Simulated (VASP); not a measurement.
Input of a VASP 6.6.1 run:

File INCAR:

```
  ALGO = Normal
  EDIFF = 1E-6
  ENCUT = 600
  GGA = PE
  GGA_COMPAT = F
  ISIF = 2
  ISMEAR = 0
  LASPH = T
  LCHARG = F
  LREAL = F
  LWAVE = F
  NBANDS = 17
  NELM = 120
  PREC = Accurate
  SIGMA = 0.016
```

Contents of KPOINTS:

```
k-points
0
Gamma
  9 9 9
```

File POSCAR:

```
GaF
1.0
    0.0000000000      2.5769602800      2.5769602800
    2.5769602800      0.0000000000      2.5769602800
    2.5769602800      2.5769602800      0.0000000000
Ga F
1 1
Direct
    0.2500000000      0.2500000000      0.2500000000
    0.0000000000      0.0000000000      0.0000000000
```

Potentials or basis: VASP PAW PBE potentials, release 64 (Ga_d, F).

Command:

```console
$ cat potpaw_PBE.64/Ga_d/POTCAR potpaw_PBE.64/F/POTCAR > POTCAR
$ mpirun -np 1 vasp_std > vasp.out
```

Task: Predict the pressure.

Result: 14.5 GPa.

Task: What does it give for the band gap on the k mesh?

Result: 1.01 eV, direct.

A k mesh can miss the band edges. A hybrid or GW would open this gap; PBE tends to underestimate it.
